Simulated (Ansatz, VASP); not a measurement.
Two plane-wave programs on SnO

```xyz
4
Lattice="3.8766 0.0000 0.0000 0.0000 3.8766 0.0000 0.0000 0.0000 4.9308" Properties=species:S:1:pos:R:3 pbc="T T T"
Sn    0.0000    1.9383    1.1760
Sn    1.9383    0.0000    3.7548
O     0.0000    0.0000    0.0000
O     1.9383    1.9383    0.0000
```

Change from the starting cell: volume scaled by 1.06, PAW files.

Alike in both runs: task electric field gradients; functional LDA; k mesh 6 × 6 × 5; occupations fermi-dirac, width 0.02 eV; no spin polarisation.

|  | VASP | Ansatz |
| --- | --- | --- |
| version | VASP 6.6.1 | Ansatz 0.2.0 |
| potentials or method | VASP PAW LDA potentials, release 64 (Sn_d, O) | PAW with Ansatz's default frozen-core files, scalar-relativistic |
| plane-wave cutoff (eV) | 520 | 420 |
| valence electrons in the cell | 40 | 40 |

Ansatz gave:

```
pressure (GPa)                                                : -7.5
traceless stress, the component that is largest in VASP (GPa) : 0.83
rms of the force components (eV/Å)                            : 0.399
size of Vzz on the site where it differs most (V/Å²)          : 159.0
```

Which values does VASP return?

Pressure (GPa): -7.3; traceless stress, the component that is largest in VASP (GPa): 0.85; rms of the force components (eV/Å): 0.362; size of Vzz on the site where it differs most (V/Å²): 154.9.

LDA's correlation is that of Perdew and Zunger in VASP and of Perdew and Wang (1992) in Ansatz. Atom by atom the forces differ by 0.037 eV/Å (rms over components).
